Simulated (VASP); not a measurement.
# Os (P6_3/mmc) in VASP: notebook

The runs below take Os through single point, with LDA.

All numbers are computed with VASP 6.6.1; they aren't measurements. Logs are shortened: lines on timing, memory, paths and dates and some standing lists are left out, and cuts for length are marked.

**1. The cell of the first run**

Symmetry: P6_3/mmc, No. 194, hexagonal system. Conventional cell: a = 2.620 Å, b = 2.620 Å, c = 4.139 Å, α = 90.00°, β = 90.00°, γ = 120.00°. Within 3.4 Å of Os (site symmetry -6m2) lie 12 Os at 2.56 to 2.62 Å.

**2. Single point, LDA**

Input file INCAR:

```
ALGO = Normal ; EDIFF = 1E-6
ENCUT = 600 ; GGA_COMPAT = F
ISIF = 2 ; ISMEAR = -1
LASPH = T ; LCHARG = F
LREAL = F ; LWAVE = F
NBANDS = 15 ; NELM = 120
PREC = Accurate ; SIGMA = 0.15
```

Input file KPOINTS:

```
k-points
0
Gamma
  11 11 6
```

Input file POSCAR:

```
Os
1.0
    2.6200442062      0.0000000000      0.0000000000
   -1.3100221031      2.2690248450      0.0000000000
    0.0000000000      0.0000000000      4.1394992713
Os
2
Direct
    0.3333333333      0.6666666667      0.2500000000
    0.6666666667      0.3333333333      0.7500000000
```

Potentials or basis: VASP PAW LDA potentials, release 64 (Os).

Launch:

```sh
$ cat potpaw_LDA.64/Os/POTCAR > POTCAR
$ mpirun -np 1 vasp_std > vasp.out
```

OUTCAR:

```text
EDIFF = 1E-6
   ENCUT = 600
   ISIF = 2
   ISMEAR = -1
   LASPH = T
   LREAL = F
   NELM = 120
   PREC = Accurate

 ion  position               nearest neighbor table
   1  0.333  0.667  0.250-   2 2.56   2 2.56   2 2.56   2 2.56   2 2.56   2 2.56
   2  0.667  0.333  0.750-   1 2.56   1 2.56   1 2.56   1 2.56   1 2.56   1 2.56

  LATTYP: Found a hexagonal cell.
 ALAT       =     2.6200442062
 C/A-ratio  =     1.5799348963

  Lattice vectors:

 A1 = (   2.6200442062,   0.0000000000,   0.0000000000)
 A2 = (  -1.3100221031,   2.2690248450,   0.0000000000)
 A3 = (   0.0000000000,   0.0000000000,   4.1394992713)

Analysis of symmetry for initial positions (statically):
=====================================================================
 Subroutine PRICEL returns:
 Original cell was already a primitive cell.

 Routine SETGRP: Setting up the symmetry group for a
 hexagonal supercell.

 Subroutine GETGRP returns: Found 24 space group operations
 (whereof 12 operations were pure point group operations)
 out of a pool of 24 trial point group operations.

The static configuration has the point symmetry D_3d.
 The point group associated with its full space group is D_6h.

Analysis of symmetry for dynamics (positions and initial velocities):
=====================================================================
 Subroutine PRICEL returns:
 Original cell was already a primitive cell.

 Routine SETGRP: Setting up the symmetry group for a
 hexagonal supercell.

 Subroutine GETGRP returns: Found 24 space group operations
 (whereof 12 operations were pure point group operations)
 out of a pool of 24 trial point group operations.

The dynamic configuration has the point symmetry D_3d.
 The point group associated with its full space group is D_6h.

 Subroutine INISYM returns: Found 24 space group operations
 (whereof 12 operations are pure point group operations),
 and found     1 'primitive' translations

----------------------------------------------------------------------------------------

                                     Primitive cell

  volume of cell :      24.6091

  direct lattice vectors                    reciprocal lattice vectors
     2.620044206  0.000000000  0.000000000     0.381672949  0.220358980  0.000000000
    -1.310022103  2.269024845  0.000000000     0.000000000  0.440717960  0.000000000
     0.000000000  0.000000000  4.139499271     0.000000000  0.000000000  0.241575112

  length of vectors
     2.620044206  2.620044209  4.139499271     0.440717960  0.440717960  0.241575112

  position of ions in fractional coordinates (direct lattice)
     0.333333333  0.666666667  0.250000000
     0.666666667  0.333333333  0.750000000

  ion indices of the primitive-cell ions
   primitive index   ion index
                 1           1
                 2           2

----------------------------------------------------------------------------------------

 KPOINTS: k-points

Automatic generation of k-mesh.
 Grid dimensions read from file:
 generate k-points for:   11   11    6

 Generating k-lattice:

  Cartesian coordinates                     Fractional coordinates (reciprocal lattice)
     0.034697541  0.020032635  0.000000000     0.090909091 -0.000000000  0.000000000
     0.000000000  0.040065269  0.000000000     0.000000000  0.090909091  0.000000000
     0.000000000  0.000000000  0.040262519     0.000000000  0.000000000  0.166666667

  Length of vectors
     0.040065269  0.040065269  0.040262519

  Shift w.r.t. Gamma in fractional coordinates (k-lattice)
     0.000000000  0.000000000  0.000000000

 Subroutine IBZKPT returns following result:
 ===========================================

 Found     64 irreducible k-points:

 Following reciprocal coordinates:
            Coordinates               Weight
  0.000000  0.000000  0.000000      1.000000
  0.090909  0.000000  0.000000      6.000000
  0.181818  0.000000  0.000000      6.000000
  0.272727  0.000000  0.000000      6.000000
  0.363636  0.000000  0.000000      6.000000
  0.454545  0.000000  0.000000      6.000000
[... 16 lines left out ...]
  0.090909  0.090909  0.166667     12.000000
  0.181818  0.090909  0.166667     24.000000
 [... further k-points ...]
   k-points           NKPTS =     64   k-points in BZ     NKDIM =     64   number of bands    NBANDS=     15
   number of dos      NEDOS =    301   number of ions     NIONS =      2
   total plane-waves  NPLWV =  20736
   dimension x,y,z NGX =    24 NGY =   24 NGZ =   36
   dimension x,y,z NGXF=    48 NGYF=   48 NGZF=   72
   ions per type =               2
   NGX,Y,Z   is equivalent  to a cutoff of  15.23, 15.23, 14.46 a.u.
   NGXF,Y,Z  is equivalent  to a cutoff of  30.46, 30.46, 28.92 a.u.
 SYSTEM =  unknown system
   PREC   = accura    normal or accurate (medium, high low for compatibility)
   ISTART =      0    job   : 0-new  1-cont  2-samecut
   ICHARG =      2    charge: 1-file 2-atom 10-const
   ISPIN  =      1    spin polarized calculation?
   LNONCOLLINEAR =      F non collinear calculations
   LSORBIT =      F    spin-orbit coupling
   LASPH  =      T    aspherical Exc in radial PAW
   ENCUT  =  600.0 eV  44.10 Ry    6.64 a.u.   5.23  5.23  8.27*2*pi/ulx,y,z
   NELM   =    120;   NELMIN=  2; NELMDL= -5     # of ELM steps
   EDIFF  = 0.1E-05   stopping-criterion for ELM
   LREAL  =      F    real-space projection
   EDIFFG = 0.1E-04   stopping-criterion for IOM
   NSW    =      0    number of steps for IOM
   IBRION =     -1    ionic relax: 0-MD 1-quasi-New 2-CG
   NFREE  =      0    steps in history (QN), initial steepest desc. (CG)
   ISIF   =      2    stress and relaxation
   ISYM   =      2    0-nonsym 1-usesym 2-fastsym
   POTIM  = 0.5000    time-step for ionic-motion
   TEBEG  =    0.0;   TEEND  =   0.0 temperature during run
   PSTRESS=    0.0 pullay stress
   NELECT =      16.0000    total number of electrons
   NUPDOWN=      -1.0000    fix difference up-down
   EMIN   =  10.00;   EMAX   =-10.00  energy-range for DOS
   EFERMI =   0.00;   METHOD = LEGACY
   ISMEAR =    -1;   SIGMA  =   0.15  broadening in eV -4-tet -1-fermi 0-gaus
   EFERMI_NEDOS =   21; number of points for ismear=-14 and -15
   IALGO  =     38    algorithm
   IMIX   =      4    mixing-type and parameters
     AMIX     =   0.40;   BMIX     =  1.00
     AMIX_MAG =   1.60;   BMIX_MAG =  1.00
  volume/ion in A,a.u.               =      12.30        83.04
  Fermi-wavevector in a.u.,A,eV,Ry     =   1.418240  2.680084 27.366806  2.011403
  Thomas-Fermi vector in A             =   2.539386
   LORBIT       =      0    0 simple, 1 ext, 2 COOP (PROOUT), +10 PAW based schemes
   GGA     = CA    functional components
   LHFCALC =     F    Hartree Fock is set to
   AEXX    =    0.0000 exact exchange contribution
   IVDW    =     0    specifies the selected vdW correction
   LEPSILON=     F    determine dielectric tensor
   LRPA    =     F    only Hartree local field effects (RPA)
 non-spin polarized calculation
  energy-cutoff  :      600.00
  volume of cell :       24.61
 maximum number of plane-waves:       833
 NGX is ok and might be reduce to    24
   NGX = 11   NGY = 11   NGZ = 17

 number of electron      16.0000000 magnetization

 Free energy of the ion-electron system (eV)
  ---------------------------------------------------
  ext. energy  EPLUGINS =         0.00000000
  ---------------------------------------------------
  free energy    TOTEN  =       -24.81735573 eV

  energy without entropy =      -24.72818507  energy(sigma->0) =      -24.77277040

 E-fermi :  11.4683     XC(G=0): -14.9111

 val. band max:       11.4186027024   @ k =   0.0909   0.0000   0.3333
 cond. band min:      11.5040367324   @ k =   0.3636   0.0909   0.3333
 fundamental gap:      0.0854340300
 Fermi energy:        11.4683361370

 k-point     1 :       0.0000    0.0000    0.0000
  band No.  band energies     occupation
      1      -0.5490      2.00000
      2       2.4210      2.00000
      3       7.7720      2.00000
      4       7.7720      2.00000
      5       8.0903      2.00000
      6       8.8108      2.00000
      7       8.8108      2.00000
      8       9.6027      1.99999
      9       9.6027      1.99999
     10      11.7408      0.27972
     11      13.5204      0.00000
     12      13.5204      0.00000
     13      22.1870      0.00000
     14      25.4960      0.00000
     15      28.3922      0.00000

 k-point     2 :       0.0909    0.0000    0.0000
  band No.  band energies     occupation
      1      -0.1622      2.00000
      2       2.7616      2.00000
      3       7.1085      2.00000
      4       8.1236      2.00000
      5       8.5287      2.00000
      6       8.7061      2.00000
      7       9.0430      2.00000
      8       9.1424      2.00000
      9       9.3170      2.00000
     10      10.4176      1.99819
     11      13.7317      0.00000
     12      15.4767      0.00000
     13      22.2005      0.00000
     14      26.3367      0.00000
     15      28.8948      0.00000

 k-point     3 :       0.1818    0.0000    0.0000
  band No.  band energies     occupation
      1       0.8868      2.00000
      2       3.5317      2.00000
      3       6.3630      2.00000
      4       7.3401      2.00000
      5       8.0396      2.00000
      6       8.6818      2.00000
      7       9.1431      2.00000
      8       9.5993      1.99999
      9       9.6304      1.99999
     10      10.0967      1.99979
     11      14.1580      0.00000
     12      18.2488      0.00000
     13      22.0130      0.00000
     14      28.2105      0.00000
     15      29.2718      0.00000
[... 343 lines left out ...]
 k-point    23 :       0.0909    0.0909    0.1667
  band No.  band energies     occupation
      1       0.9115      2.00000
      2       3.4879      2.00000
      3       6.5147      2.00000
      4       7.1079      2.00000
      5       7.9072      2.00000
      6       8.3459      2.00000
      7       8.9980      2.00000
      8       9.3367      2.00000
      9      10.2534      1.99939
     10      10.2708      1.99932
     11      13.9133      0.00000
     12      16.3651      0.00000
     13      23.7064      0.00000
     14      27.1325      0.00000
     15      29.4986      0.00000

 k-point    24 :       0.1818    0.0909    0.1667
  band No.  band energies     occupation
      1       2.0433      2.00000
      2       4.2497      2.00000
      3       5.8457      2.00000
      4       6.0922      2.00000
      5       7.4963      2.00000
      6       8.2566      2.00000
      7       9.0279      2.00000
      8      10.0799      1.99981
      9      10.8286      1.97228
     10      11.2937      1.52420
     11      14.1205      0.00000
     12      18.1746      0.00000
     13      23.5079      0.00000
     14      28.2594      0.00000
     15      28.8687      0.00000

 [... further k-points ...]

------------------------ aborting loop because EDIFF is reached ----------------------------------------

  FORCE on cell =-STRESS in cart. coord.  units (eV):
  Direction    XX          YY          ZZ          XY          YZ          ZX
  --------------------------------------------------------------------------------------
  -------------------------------------------------------------------------------------
  Total        9.8226482      9.8226482     10.5885016      0.0000000      0.0000000     -0.0000000
  in kB      639.5043318    639.5043338    689.3652841      0.0000000      0.0000000     -0.0000000
  external PRESSURE =     656.1246499 kB  Pullay stress =       0.0000000 kB

 VOLUME and BASIS-vectors are now :
 -----------------------------------------------------------------------------
  energy-cutoff  :      600.00
  volume of cell :       24.61
      direct lattice vectors                 reciprocal lattice vectors
     2.620044206  0.000000000  0.000000000     0.381672949  0.220358980  0.000000000
    -1.310022103  2.269024845  0.000000000     0.000000000  0.440717960  0.000000000
     0.000000000  0.000000000  4.139499271     0.000000000  0.000000000  0.241575112

 POSITION                                       TOTAL-FORCE (eV/Angst)
 -----------------------------------------------------------------------------------
     -0.00000      1.51268      1.03487         0.000000      0.000000      0.000000
      1.31002      0.75634      3.10462        -0.000000     -0.000000      0.000000
 -----------------------------------------------------------------------------------
    total drift:                               -0.000000      0.000000     -0.000000

  FREE ENERGIE OF THE ION-ELECTRON SYSTEM (eV)
  ---------------------------------------------------
  free  energy   TOTEN  =       -24.8173557305 eV

  energy  without entropy=      -24.7281850679  energy(sigma->0) =      -24.77277040
```

Run time: 15 s. Hardware: 1 thread of Intel Xeon 8259CL, shared host; peak memory 0.15 GiB.

Results:

| Item | Value |
| --- | --- |
| Free energy | -24.8174 eV |
| Pressure | 65.6 GPa |
| Band gap on the k mesh | zero (bands 8 and 9 overlap by 4.77 eV) |

Stress tensor (GPa, compression positive):
```
63.95  0.00  0.00
 0.00 63.95  0.00
 0.00  0.00 68.94
```

Caveat: the cell stands under pressure; spin-orbit coupling is left out, which moves the levels of the heavy elements.

(Continued in part 2 of 2.)

The gap in the log of VASP goes by the Fermi energy; the results here count the filled bands.